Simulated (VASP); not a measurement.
# Te2Mo in VASP: relaxation of the atoms with PBE+D3(BJ)

Aim: the relaxation of the atoms of Te2Mo with PBE+D3(BJ).

Program: VASP 6.6.1. These are calculated values, not measurements. Logs are shortened: lines on timing, memory, paths and dates and some standing lists are left out, and cuts for length are marked.

## 1. The cell of the first run

The cell holds a slab with vacuum, 6 atoms: a = 3.504 Å, b = 3.504 Å, c = 24.768 Å, α = 90.00°, β = 90.00°, γ = 120.00°.

## 2. Relaxation of the atoms, PBE+D3(BJ) (layers slid over each other)

INCAR reads:

```
SYSTEM = Te2Mo
PREC = Accurate
ENCUT = 450
EDIFF = 1E-7
ISMEAR = 0
SIGMA = 0.05
LREAL = .FALSE.
LASPH = .TRUE.
NELM = 300
ALGO = Normal
ISIF = 2
LWAVE = .FALSE.
LCHARG = .FALSE.
LDIPOL = .TRUE.
IDIPOL = 3
DIPOL = 0.5 0.5 0.401
GGA = PE
IVDW = 12
IBRION = 2
NSW = 40
EDIFFG = -0.003
GGA_COMPAT = .FALSE.
NELMIN = 4
NELMDL = -8
AMIX = 0.1
BMIX = 1E-4
AMIX_MAG = 0.4
BMIX_MAG = 1E-4
KPAR = 4
```

KPOINTS reads:

```
regular mesh
0
G
  9 9 1
  0 0 0
```

POSCAR reads:

```
Te2Mo
1.0
    3.5038818256      0.0000000000      0.0000000000
   -1.7519409128      3.0344506729      0.0000000000
    0.0000000000      0.0000000000     24.7677191314
Te Mo
4 2
Selective dynamics
Direct
    0.3333333333      0.6666666667      0.1816881069  F F F
    0.3333333333      0.6666666667      0.3283416042  F F T
    0.6666666667      1.3333333333      0.4745293833  F F T
    0.6666666667      1.3333333333      0.6211735839  F F T
    0.6666666667      0.3333333333      0.2550153036  F F T
    1.0000000000      1.0000000000      0.5478515809  F F T
```

Potentials or basis: VASP PAW PBE potentials, release 64 (Te, Mo_sv).

Started as:

```sh
> cat potpaw_PBE.64/Te/POTCAR potpaw_PBE.64/Mo_sv/POTCAR > POTCAR
> mpirun -np 4 vasp_std > vasp.out
```

OUTCAR:

```text
SYSTEM = Te2Mo
   PREC = Accurate
   ENCUT = 450
   EDIFF = 1E-7
   ISMEAR = 0
   LREAL = .FALSE.
   LASPH = .TRUE.
   NELM = 300
   ISIF = 2
   GGA = PE
   IVDW = 12
   IBRION = 2
   NSW = 40
   EDIFFG = -0.003
   NELMIN = 4
   NELMDL = -8
   AMIX = 0.1
   AMIX_MAG = 0.4
 IVDW          = 12

 ion  position               nearest neighbor table
   1  0.333  0.667  0.182-   5 2.72   5 2.72   5 2.72   2 3.63
   2  0.333  0.667  0.328-   5 2.72   5 2.72   5 2.72   1 3.63
   3  0.667  0.333  0.475-   6 2.72   6 2.72   6 2.72   4 3.63
   4  0.667  0.333  0.621-   6 2.72   6 2.72   6 2.72   3 3.63
   5  0.667  0.333  0.255-   2 2.72   2 2.72   2 2.72   1 2.72   1 2.72   1 2.72
   6  0.000  0.000  0.548-   4 2.72   4 2.72   4 2.72   3 2.72   3 2.72   3 2.72

  LATTYP: Found a hexagonal cell.
 ALAT       =     3.5038818256
 C/A-ratio  =     7.0686513884

  Lattice vectors:

 A1 = (   3.5038818256,   0.0000000000,   0.0000000000)
 A2 = (  -1.7519409128,   3.0344506729,   0.0000000000)
 A3 = (   0.0000000000,   0.0000000000,  24.7677191314)

Analysis of symmetry for initial positions (statically):
=====================================================================
 Subroutine PRICEL returns:
 Original cell was already a primitive cell.

 Routine SETGRP: Setting up the symmetry group for a
 hexagonal supercell.

 Subroutine GETGRP returns: Found  6 space group operations
 (whereof  6 operations were pure point group operations)
 out of a pool of 24 trial point group operations.

The static configuration has the point symmetry C_3v.

Analysis of symmetry for dynamics (positions and initial velocities):
=====================================================================
 Subroutine PRICEL returns:
 Original cell was already a primitive cell.

 Routine SETGRP: Setting up the symmetry group for a
 hexagonal supercell.

 Subroutine GETGRP returns: Found  6 space group operations
 (whereof  6 operations were pure point group operations)
 out of a pool of 24 trial point group operations.

The dynamic configuration has the point symmetry C_3v.

Analysis of constrained symmetry for selective dynamics:
=====================================================================
 Subroutine PRICEL returns:
 Original cell was already a primitive cell.

 Routine SETGRP: Setting up the symmetry group for a
 hexagonal supercell.

 Subroutine GETGRP returns: Found  6 space group operations
 (whereof  6 operations were pure point group operations)
 out of a pool of 24 trial point group operations.

The constrained configuration has the point symmetry C_3v.

 Subroutine INISYM returns: Found  6 space group operations
 (whereof  6 operations are pure point group operations),
 and found     1 'primitive' translations

----------------------------------------------------------------------------------------

                                     Primitive cell

  volume of cell :     263.3392

  direct lattice vectors                    reciprocal lattice vectors
     3.503881826  0.000000000  0.000000000     0.285397753  0.164774470  0.000000000
    -1.751940913  3.034450673  0.000000000     0.000000000  0.329548939  0.000000000
     0.000000000  0.000000000 24.767719131     0.000000000  0.000000000  0.040375135

  length of vectors
     3.503881826  3.503881826 24.767719131     0.329548939  0.329548939  0.040375135

  position of ions in fractional coordinates (direct lattice)
     0.333333333  0.666666667  0.181688107
     0.333333333  0.666666667  0.328341604
     0.666666667  0.333333333  0.474529383
     0.666666667  0.333333333  0.621173584
     0.666666667  0.333333333  0.255015304
     0.000000000  0.000000000  0.547851581

  ion indices of the primitive-cell ions
   primitive index   ion index
                 1           1
                 2           2
                 3           3
                 4           4
                 5           5
                 6           6

----------------------------------------------------------------------------------------

 KPOINTS: regular mesh

Automatic generation of k-mesh.
 Grid dimensions read from file:
 generate k-points for:    9    9    1

 Generating k-lattice:

  Cartesian coordinates                     Fractional coordinates (reciprocal lattice)
     0.031710861  0.018308274  0.000000000     0.111111111 -0.000000000  0.000000000
     0.000000000  0.036616549  0.000000000     0.000000000  0.111111111  0.000000000
     0.000000000  0.000000000  0.040375135     0.000000000  0.000000000  1.000000000

  Length of vectors
     0.036616549  0.036616549  0.040375135

  Shift w.r.t. Gamma in fractional coordinates (k-lattice)
     0.000000000  0.000000000  0.000000000

 Subroutine IBZKPT returns following result:
 ===========================================

 Found     12 irreducible k-points:

 Following reciprocal coordinates:
            Coordinates               Weight
  0.000000  0.000000  0.000000      1.000000
  0.111111  0.000000  0.000000      6.000000
  0.222222  0.000000  0.000000      6.000000
  0.333333 -0.000000  0.000000      6.000000
  0.444444  0.000000  0.000000      6.000000
  0.111111  0.111111  0.000000      6.000000
  0.222222  0.111111  0.000000     12.000000
  0.333333  0.111111  0.000000     12.000000
  0.444444  0.111111  0.000000      6.000000
  0.222222  0.222222  0.000000      6.000000
  0.333333  0.222222  0.000000     12.000000
  0.333333  0.333333  0.000000      2.000000
   k-points           NKPTS =     12   k-points in BZ     NKDIM =     12   number of bands    NBANDS=     31
   number of dos      NEDOS =    301   number of ions     NIONS =      6
   total plane-waves  NPLWV = 103680
   dimension x,y,z NGX =    24 NGY =   24 NGZ =  180
   dimension x,y,z NGXF=    48 NGYF=   48 NGZF=  360
   ions per type =               4   2
   NGX,Y,Z   is equivalent  to a cutoff of  11.39, 11.39, 12.08 a.u.
   NGXF,Y,Z  is equivalent  to a cutoff of  22.77, 22.77, 24.16 a.u.
 SYSTEM =  Te2Mo
   PREC   = accura    normal or accurate (medium, high low for compatibility)
   ISTART =      0    job   : 0-new  1-cont  2-samecut
   ICHARG =      2    charge: 1-file 2-atom 10-const
   ISPIN  =      1    spin polarized calculation?
   LNONCOLLINEAR =      F non collinear calculations
   LSORBIT =      F    spin-orbit coupling
   LASPH  =      T    aspherical Exc in radial PAW
   ENCUT  =  450.0 eV  33.07 Ry    5.75 a.u.   6.06  6.06 42.84*2*pi/ulx,y,z
   NELM   =    300;   NELMIN=  4; NELMDL= -8     # of ELM steps
   EDIFF  = 0.1E-06   stopping-criterion for ELM
   LREAL  =      F    real-space projection
   EDIFFG = -.3E-02   stopping-criterion for IOM
   NSW    =     40    number of steps for IOM
   IBRION =      2    ionic relax: 0-MD 1-quasi-New 2-CG
   NFREE  =      1    steps in history (QN), initial steepest desc. (CG)
   ISIF   =      2    stress and relaxation
   ISYM   =      2    0-nonsym 1-usesym 2-fastsym
   POTIM  = 0.5000    time-step for ionic-motion
   TEBEG  =    0.0;   TEEND  =   0.0 temperature during run
   PSTRESS=    0.0 pullay stress
   NELECT =      52.0000    total number of electrons
   NUPDOWN=      -1.0000    fix difference up-down
   EMIN   =  10.00;   EMAX   =-10.00  energy-range for DOS
   EFERMI =   0.00;   METHOD = LEGACY
   ISMEAR =     0;   SIGMA  =   0.05  broadening in eV -4-tet -1-fermi 0-gaus
   EFERMI_NEDOS =   21; number of points for ismear=-14 and -15
   IALGO  =     38    algorithm
   IMIX   =      4    mixing-type and parameters
     AMIX     =   0.10;   BMIX     =  0.00
     AMIX_MAG =   0.40;   BMIX_MAG =  0.00
  volume/ion in A,a.u.               =      43.89       296.18
  Fermi-wavevector in a.u.,A,eV,Ry     =   0.953317  1.801508 12.365161  0.908814
  Thomas-Fermi vector in A             =   2.081961
   LORBIT       =      0    0 simple, 1 ext, 2 COOP (PROOUT), +10 PAW based schemes
   GGA     = PE    functional components
   LHFCALC =     F    Hartree Fock is set to
   AEXX    =    0.0000 exact exchange contribution
   IVDW    =    12    specifies the selected vdW correction
   LEPSILON=     F    determine dielectric tensor
   LRPA    =     F    only Hartree local field effects (RPA)
 conjugate gradient relaxation of ions
 non-spin polarized calculation
 Gauss-broadening in eV      SIGMA  =   0.05
  energy-cutoff  :      450.00
  volume of cell :      263.34
 maximum number of plane-waves:      5756
   NGX = 13   NGY = 13   NGZ = 85

--------------------------------------- Ionic step        1  -------------------------------------------

 number of electron      52.0000010 magnetization

 Free energy of the ion-electron system (eV)
  ---------------------------------------------------
  ext. energy  EPLUGINS =         0.00000000
  ---------------------------------------------------
  free energy    TOTEN  =       -36.00819484 eV

  energy without entropy =      -36.00819484  energy(sigma->0) =      -36.00819484

------------------------ aborting loop because EDIFF is reached ----------------------------------------

 Edisp (eV)   -2.76094

 E8    (eV) :    -1.3065

  FORCE on cell =-STRESS in cart. coord.  units (eV):
  Direction    XX          YY          ZZ          XY          YZ          ZX
  --------------------------------------------------------------------------------------
  -------------------------------------------------------------------------------------
  Total      -0.18993    -0.18993    -0.56028     0.00000    -0.00000     0.00000
  in kB      -1.15554    -1.15554    -3.40877     0.00000    -0.00000     0.00000
  external pressure =       -1.91 kB  Pullay stress =        0.00 kB
[... 109 lines left out ...]
  FREE ENERGIE OF THE ION-ELECTRON SYSTEM (eV)
  ---------------------------------------------------
  free  energy   TOTEN  =       -38.7705506285 eV

  energy  without entropy=      -38.7705506285  energy(sigma->0) =      -38.77055063

 vacuum level on the upper side and lower side of the slab       (xc-potential included)         0.003        -0.131

 dipolmoment           0.000000      0.000000     -0.027805 electrons x Angstroem

[... ionic steps 4 to 35 ...]

--------------------------------------- Ionic step       36  -------------------------------------------

 number of electron      52.0000010 magnetization

------------------------ aborting loop because EDIFF is reached ----------------------------------------

 Edisp (eV)   -2.84573

 E8    (eV) :    -1.3461
[... 77 lines left out ...]
  energy  without entropy=      -38.7993324177  energy(sigma->0) =      -38.79933242

--------------------------------------- Ionic step       38  -------------------------------------------

 number of electron      52.0000010 magnetization

 dipolmoment           0.000000      0.000000      0.004678 electrons x Angstroem

 Free energy of the ion-electron system (eV)
  ---------------------------------------------------
  ext. energy  EPLUGINS =         0.00000000
  ---------------------------------------------------
  free energy    TOTEN  =       -35.95362710 eV

  energy without entropy =      -35.95362710  energy(sigma->0) =      -35.95362710

 E-fermi :   3.0019     XC(G=0):  -6.3488

 val. band max:        2.6476607687   @ k =   0.0000   0.0000   0.0000
 cond. band min:       3.5590185039   @ k =   0.2222   0.2222   0.0000
 fundamental gap:      0.9113577353
 Fermi energy:         3.0019049768

 k-point     1 :       0.0000    0.0000    0.0000
  band No.  band energies     occupation
      1     -58.2183      2.00000
      2     -58.1454      2.00000
      3     -32.3976      2.00000
      4     -32.3225      2.00000
      5     -32.2523      2.00000
      6     -32.2523      2.00000
[... 397 lines left out ...]
     30       4.2552      0.00000
     31       5.0540      0.00000

------------------------ aborting loop because EDIFF is reached ----------------------------------------

 vacuum level on the upper side and lower side of the slab       (xc-potential included)        -0.028        -0.116

 Edisp (eV)   -2.84571

 E8    (eV) :    -1.3461

  FORCE on cell =-STRESS in cart. coord.  units (eV):
  Direction    XX          YY          ZZ          XY          YZ          ZX
  --------------------------------------------------------------------------------------
  -------------------------------------------------------------------------------------
  Total      -0.02460    -0.02460    -0.05073     0.00000     0.00000     0.00000
  in kB      -0.14967    -0.14967    -0.30864     0.00000     0.00000     0.00000
  external pressure =       -0.20 kB  Pullay stress =        0.00 kB
[... 21 lines left out ...]
  FREE ENERGIE OF THE ION-ELECTRON SYSTEM (eV)
  ---------------------------------------------------
  free  energy   TOTEN  =       -38.7993331959 eV

  energy  without entropy=      -38.7993331959  energy(sigma->0) =      -38.79933320

 reached required accuracy - stopping structural energy minimisation

 vacuum level on the upper side and lower side of the slab         7.284         7.194
```

It took 18 min on 4 MPI ranks of Intel Xeon Platinum 8259CL at 2.50GHz (Skylake/Cascade Lake), shared host; peak memory 0.37 GiB.

What came out:

```yaml
Free_energy: -38.7993 eV
Energy_gained_by_relaxing: 5.0 meV/atom
Ionic_steps: 38
Band_gap_on_the_k_mesh: 0.91 eV (least direct gap 1.10 eV)
Dispersion_energy_per_atom: -0.474 eV
```

The path:
| step | energy change (eV) | largest force on free atoms (eV/Å) | pressure (GPa) |
| --- | --- | --- | --- |
| 1 | 0.0000 | 0.1282 | -0.19 |
| 2 | -0.0011 | 0.0652 | -0.30 |
| 3 | -0.0014 | 0.1520 | -0.45 |
| 4 | -0.0015 | 0.1267 | -0.41 |
| 5 | -0.0023 | 0.0814 | -0.45 |
| 6 | -0.0025 | 0.1126 | -0.52 |
| 7 | -0.0032 | 0.0868 | -0.52 |
| 8 | -0.0039 | 0.0818 | -0.54 |
| 9 | -0.0048 | 0.0890 | -0.51 |
| 10 | -0.0063 | 0.1335 | -0.43 |
| 11 | -0.0067 | 0.1241 | -0.42 |
| 12 | -0.0080 | 0.0994 | -0.38 |
| 13 | -0.0097 | 0.0641 | -0.29 |
| 14 | -0.0102 | 0.2097 | -0.11 |
| 15 | -0.0105 | 0.1307 | -0.18 |
| 16 | -0.0113 | 0.1448 | -0.17 |
| 17 | -0.0128 | 0.1873 | -0.13 |
| 18 | -0.0120 | 0.2725 | -0.04 |
| 19 | -0.0131 | 0.2162 | -0.10 |
| 20 | -0.0143 | 0.1928 | -0.10 |
| 21 | -0.0173 | 0.1850 | -0.11 |
| 22 | -0.0198 | 0.3935 | -0.12 |
| 23 | -0.0211 | 0.3662 | -0.11 |
| 24 | -0.0246 | 0.2852 | -0.08 |
| 25 | -0.0287 | 0.1227 | -0.01 |
| 26 | -0.0234 | 0.2042 | 0.15 |
| 27 | -0.0292 | 0.1033 | 0.02 |
| 28 | -0.0292 | 0.1031 | 0.02 |
| 29 | -0.0296 | 0.0520 | 0.03 |
| 30 | -0.0297 | 0.0510 | 0.04 |
| 31 | -0.0299 | 0.0391 | 0.04 |
| 32 | -0.0301 | 0.0313 | 0.05 |
| 33 | -0.0302 | 0.0211 | 0.02 |
| 34 | -0.0302 | 0.0177 | -0.01 |
| 35 | -0.0302 | 0.0072 | -0.02 |
| 36 | -0.0302 | 0.0036 | -0.02 |
| 37 | -0.0302 | 0.0041 | -0.02 |
| 38 | -0.0302 | 0.0024 | -0.02 |

Final structure:
```cif
data_structure
_symmetry_space_group_name_H-M 'P 1'
_symmetry_Int_Tables_number 1
_cell_length_a 3.5039
_cell_length_b 3.5039
_cell_length_c 24.7677
_cell_angle_alpha 90.000
_cell_angle_beta 90.000
_cell_angle_gamma 120.000
_cell_volume 263.34
loop_
_atom_site_label
_atom_site_type_symbol
_atom_site_fract_x
_atom_site_fract_y
_atom_site_fract_z
_atom_site_occupancy
Te1 Te 0.33333 0.66667 0.18169 1
Te2 Te 0.33333 0.66667 0.32834 1
Te3 Te 0.66667 0.33333 0.45860 1
Te4 Te 0.66667 0.33333 0.60521 1
Mo1 Mo 0.66667 0.33333 0.25496 1
Mo2 Mo 0.00000 0.00000 0.53181 1
```

Caveat: the cell differs from its parent crystal (layers slid over each other); spin-orbit coupling is left out, which moves the levels of the heavy elements.
